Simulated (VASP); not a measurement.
C, 2 atoms in the cell. The typed cell holds 2 atoms: a = 2.471 Å, b = 2.442 Å, c = 3.765 Å, α = 108.46°, β = 108.53°, γ = 60.00°. 

| Item | Value |
| --- | --- |
| Program | VASP 6.6.1 |
| Task | single point |
| Functional | PBEsol |
| Potentials or basis | VASP PAW PBE potentials, release 64 (C) |
| Cutoff | 520 eV |
| k mesh | 16 × 16 × 10 |
| Occupations | fermi-dirac, width 0.15 eV |
| Spin | no spin polarisation |
| Dipole correction | no |
| Further INCAR settings | ALGO = Normal; EDIFF = 1e-07; NBANDS = 11 |

Potentials or basis: VASP PAW PBE potentials, release 64 (C).

Run with:

```console
$ cat potpaw_PBE.64/C/POTCAR > POTCAR
$ mpirun -np 1 vasp_std > vasp.out
```

Hardware: 1 thread of AMD EPYC 9R45 (Zen 5) (shared host).

Q: How long does it take, and how much memory?

A: Run time: 120 s on 1 thread of AMD EPYC 9R45 (Zen 5), with other jobs on the host, peak memory 0.26 GiB. Counts: scf iterations 13, k points 1284.
